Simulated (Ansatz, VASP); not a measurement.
One calculation of BaTa3, two programs

```
CELL_PARAMETERS angstrom
7.08013 0.00000 0.00000
-3.54006 6.13157 0.00000
0.00000 0.00000 4.99108
ATOMIC_POSITIONS crystal
Ba 0.33333 0.66667 0.25000
Ba 0.66667 0.33333 0.75000
Ta 0.87289 0.74578 0.25000
Ta 0.12711 0.87289 0.75000
Ta 0.25422 0.12711 0.25000
Ta 0.12711 0.25422 0.75000
Ta 0.87289 0.12711 0.25000
Ta 0.74578 0.87289 0.75000
```

Alike in both runs: functional PBE; k mesh 6 × 6 × 8; occupations gaussian, width 0.1 eV; no spin polarisation.

Ansatz relaxed the structure, and its values are those at the end. VASP's run is a single point on that final structure, the one shown.

```csv
,VASP,Ansatz
version,VASP 6.6.1,Ansatz 0.2.0
potentials or method,"VASP PAW PBE potentials, release 64 (Ba_sv, Ta_pv), cutoff 520 eV","scalar-relativistic, plane waves, PAW"
valence electrons in the cell,86,98
```

```tsv
	VASP	Ansatz	Ansatz less VASP
gap on the k mesh at the Fermi level (eV)	none	none	-
pressure (GPa)	0.4	0.0	-0.39
rms of the force components (eV/Å)	0.017	0.000	-0.0162
```

A gap of «none» marks a metal or a gap that the smearing closes. VASP's potentials hold 86 valence electrons a cell and Ansatz's 98, so a difference there can come from the potentials and not from the codes.

Spin-orbit coupling is off throughout.
